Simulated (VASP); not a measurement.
# CaBe2Ge2 (P1) in VASP: single point with LDA

Aim: the single point of CaBe2Ge2 with LDA.

Program: VASP 6.6.1. These are calculated values, not measurements. Logs are shortened: lines on timing, memory, paths and dates and some standing lists are left out, and cuts for length are marked.

## 1. The cell of the first run

The typed cell holds 10 atoms: a = 4.027 Å, b = 3.982 Å, c = 9.742 Å, α = 89.58°, β = 89.61°, γ = 90.44°.

## 2. Single point, LDA

The input, INCAR:

```
PREC = Accurate
ENCUT = 520
EDIFF = 1E-6
ISMEAR = -1
SIGMA = 0.0622
LREAL = F
LASPH = T
NELM = 60
ALGO = Normal
ISIF = 2
LWAVE = F
LCHARG = F
GGA = CA
NBANDS = 53
```

The input, KPOINTS:

```
Automatic mesh
0
Gamma
  5 5 2
  0 0.5 0
```

The input, POSCAR:

```
CaBe2Ge2
1.0
    4.0271460000     -0.0154950000      0.0135670000
   -0.0154950000      3.9819280000      0.0146060000
    0.0334800000      0.0360420000      9.7414630000
Ge Ca Be
4 2 4
Direct
    0.2477760000      0.2465430000      0.3677770000
    0.7390590000      0.7459890000      0.6323040000
    0.7476950000      0.2488350000      0.0011060000
    0.2554490000      0.7568460000      0.0015930000
    0.2440250000      0.2563070000      0.7505320000
    0.7458660000      0.7390040000      0.2541690000
    0.2501230000      0.2441680000      0.1100240000
    0.7511670000      0.7513360000      0.8933270000
    0.7457380000      0.2464500000      0.4976170000
    0.2533260000      0.7460880000      0.4952060000
```

Potentials or basis: VASP PAW LDA potentials, release 64 (Ge_d, Ca_sv, Be).

Started as:

```console
cat potpaw_LDA.64/Ge_d/POTCAR potpaw_LDA.64/Ca_sv/POTCAR potpaw_LDA.64/Be/POTCAR > POTCAR
mpirun -np 1 vasp_std > vasp.out
```

OUTCAR:

```text
PREC = Accurate
   ENCUT = 520
   EDIFF = 1E-6
   ISMEAR = -1
   LREAL = F
   LASPH = T
   NELM = 60
   ISIF = 2
   GGA = CA

 ion  position               nearest neighbor table
   1  0.248  0.247  0.368-  10 2.34  10 2.35   9 2.38   9 2.38   7 2.51   6 3.00   6 3.04
   2  0.739  0.746  0.632-  10 2.38   9 2.38   9 2.39  10 2.46   8 2.54   5 3.00
   3  0.748  0.249  0.001-   8 2.25   8 2.25   7 2.26   7 2.29   4 2.78   4 2.84   4 2.84   4 2.87

   4  0.255  0.757  0.002-   7 2.22   8 2.25   7 2.29   8 2.29   3 2.78   3 2.84   3 2.84   3 2.87

   5  0.244  0.256  0.751-   2 3.00
   6  0.746  0.739  0.254-   1 3.00   1 3.04
   7  0.250  0.244  0.110-   4 2.22   3 2.26   3 2.29   4 2.29   1 2.51
   8  0.751  0.751  0.893-   3 2.25   4 2.25   3 2.25   4 2.29   2 2.54
   9  0.746  0.246  0.498-   1 2.38   2 2.38   1 2.38   2 2.39
  10  0.253  0.746  0.495-   1 2.34   1 2.35   2 2.38   2 2.46

  LATTYP: Found a triclinic cell.
 ALAT       =    10.4968643877
 B/A-ratio  =     1.2507596290
 C/A-ratio  =     1.4271306530
 COS(alpha) =     0.0002384325
 COS(beta)  =     0.4086054790
 COS(gamma) =     0.9096669324

  Lattice vectors:

 A1 = (  -0.0489750000,   3.9458860000,  -9.7268570000)
 A2 = (   3.9626760000,   7.9123190000,  -9.6986840000)
 A3 = (  -8.0567820000,  -7.9689080000,  -9.7978090000)

Analysis of symmetry for initial positions (statically):
=====================================================================
 Subroutine PRICEL returns:
 Original cell was already a primitive cell.

 Routine SETGRP: Setting up the symmetry group for a
 triclinic supercell.

 Subroutine GETGRP returns: Found  1 space group operations
 (whereof  1 operations were pure point group operations)
 out of a pool of  2 trial point group operations.

The static configuration has the point symmetry C_1 .

Analysis of symmetry for dynamics (positions and initial velocities):
=====================================================================
 Subroutine PRICEL returns:
 Original cell was already a primitive cell.

 Routine SETGRP: Setting up the symmetry group for a
 triclinic supercell.

 Subroutine GETGRP returns: Found  1 space group operations
 (whereof  1 operations were pure point group operations)
 out of a pool of  2 trial point group operations.

The dynamic configuration has the point symmetry C_1 .

[... 119 lines left out ...]
   NFREE  =      0    steps in history (QN), initial steepest desc. (CG)
   ISIF   =      2    stress and relaxation
   ISYM   =      2    0-nonsym 1-usesym 2-fastsym
   POTIM  = 0.5000    time-step for ionic-motion
   TEBEG  =    0.0;   TEEND  =   0.0 temperature during run
   PSTRESS=    0.0 pullay stress
   NELECT =      84.0000    total number of electrons
   NUPDOWN=      -1.0000    fix difference up-down
   EMIN   =  10.00;   EMAX   =-10.00  energy-range for DOS
   EFERMI =   0.00;   METHOD = LEGACY
   ISMEAR =    -1;   SIGMA  =   0.06  broadening in eV -4-tet -1-fermi 0-gaus
   EFERMI_NEDOS =   21; number of points for ismear=-14 and -15
   IALGO  =     38    algorithm
   IMIX   =      4    mixing-type and parameters
     AMIX     =   0.40;   BMIX     =  1.00
     AMIX_MAG =   1.60;   BMIX_MAG =  1.00
  volume/ion in A,a.u.               =      15.62       105.41
  Fermi-wavevector in a.u.,A,eV,Ry     =   1.331278  2.515751 24.113621  1.772301
  Thomas-Fermi vector in A             =   2.460301
   LORBIT       =      0    0 simple, 1 ext, 2 COOP (PROOUT), +10 PAW based schemes
   GGA     = CA    functional components
   LHFCALC =     F    Hartree Fock is set to
   AEXX    =    0.0000 exact exchange contribution
   IVDW    =     0    specifies the selected vdW correction
   LEPSILON=     F    determine dielectric tensor
   LRPA    =     F    only Hartree local field effects (RPA)
 non-spin polarized calculation
  energy-cutoff  :      520.00
  volume of cell :      156.21
 maximum number of plane-waves:      4233
 NGX is ok and might be reduce to    30
   NGX = 15   NGY = 15   NGZ = 37

 number of electron      83.9999976 magnetization

 Free energy of the ion-electron system (eV)
  ---------------------------------------------------
  ext. energy  EPLUGINS =         0.00000000
  ---------------------------------------------------
  free energy    TOTEN  =       -44.73016917 eV

  energy without entropy =      -44.69436968  energy(sigma->0) =      -44.71226943

 E-fermi :   5.6601     XC(G=0): -10.8091

 val. band max:        5.6452093975   @ k =  -0.4000   0.1000   0.5000
 cond. band min:       5.6783858678   @ k =   0.0000   0.3000   0.5000
 fundamental gap:      0.0331764703
 Fermi energy:         5.6600865851

 k-point     1 :       0.0000    0.1000    0.0000
  band No.  band energies     occupation
      1     -34.5838      2.00000
      2     -34.5609      2.00000
      3     -19.0986      2.00000
      4     -19.0809      2.00000
      5     -18.9578      2.00000
      6     -18.9485      2.00000
[... 1333 lines left out ...]
     52      10.2624      0.00000
     53      10.2891      0.00000

 [... further k-points ...]

------------------------ aborting loop because EDIFF is reached ----------------------------------------

  FORCE on cell =-STRESS in cart. coord.  units (eV):
  Direction    XX          YY          ZZ          XY          YZ          ZX
  --------------------------------------------------------------------------------------
  -------------------------------------------------------------------------------------
  Total       -1.9379413     -0.3250679     -2.4410373      0.1706616     -0.3371843     -0.5292123
  in kB      -19.8771314     -3.3341661    -25.0373007      1.7504467     -3.4584418     -5.4280399
  external PRESSURE =     -16.0828661 kB  Pullay stress =       0.0000000 kB

 VOLUME and BASIS-vectors are now :
 -----------------------------------------------------------------------------
  energy-cutoff  :      520.00
  volume of cell :      156.21
      direct lattice vectors                 reciprocal lattice vectors
     4.027146000 -0.015495000  0.013567000     0.248321429  0.000969445 -0.000857032
    -0.015495000  3.981928000  0.014606000     0.000969444  0.251141819 -0.000932520
     0.033480000  0.036042000  9.741463000    -0.000347292 -0.000377903  0.102656577

 POSITION                                       TOTAL-FORCE (eV/Angst)
 -----------------------------------------------------------------------------------
      1.00632      0.99113      3.58965        -0.047059     -0.055159     -0.544946
      2.98591      2.98181      6.18049         0.248260      0.089609      0.307625
      3.00726      0.97930      0.02455         0.178620      0.105412      0.117987
      1.01706      3.00981      0.03004        -0.259939     -0.358154     -0.094075
      1.00388      1.04387      7.31833        -0.017871     -0.111295     -0.121910
      3.00077      2.94026      2.49689         0.087198      0.130330     -0.095409
      1.00718      0.97235      1.07875        -0.123748      0.273982      1.970436
      3.04333      3.01232      8.72348         0.093860     -0.068104     -2.012220
      3.01604      0.98773      4.86123         0.002988     -0.011980      0.248134
      1.02520      2.98479      4.83837        -0.162309      0.005359      0.224378
 -----------------------------------------------------------------------------------
    total drift:                               -0.000216     -0.001614      0.001031

  FREE ENERGIE OF THE ION-ELECTRON SYSTEM (eV)
  ---------------------------------------------------
  free  energy   TOTEN  =       -44.7301691671 eV

  energy  without entropy=      -44.6943696847  energy(sigma->0) =      -44.71226943
```

stdout:

```text
POSCAR found type information on POSCAR GeCaBe
 POSCAR found :  3 types and      10 ions
 scaLAPACK will be used
 LDA part: xc-table for (Slater(with rela. corr.)+CA(PZ))
 , standard interpolation
 POSCAR, INCAR and KPOINTS ok, starting setup
 FFT: planning ... GRIDC
 FFT: planning ... GRID_SOFT
 FFT: planning ... GRID
 WAVECAR not read
 entering main loop
```

It took 5.5 min on 1 thread of AMD EPYC 7R43 (Zen 3), shared host; peak memory 0.27 GiB.

What came out:

- Free energy: -44.7302 eV
- Pressure: -1.6 GPa
- Largest force: 2.016 eV/Å
- Band gap on the k mesh: zero (bands 42 and 43 overlap by 1.04 eV)

Forces on the atoms (eV/Å):
```
Ge  -0.047 -0.055 -0.545
Ge   0.248  0.090  0.308
Ge   0.179  0.105  0.118
Ge  -0.260 -0.358 -0.094
Ca  -0.018 -0.111 -0.122
Ca   0.087  0.130 -0.095
Be  -0.124  0.274  1.970
Be   0.094 -0.068 -2.012
Be   0.003 -0.012  0.248
Be  -0.162  0.005  0.224
```

Caveat: forces of over 1 eV/Å act on the atoms, so gaps and moduli don't describe the material at rest.

The gap in the log of VASP goes by the Fermi energy; the results here count the filled bands.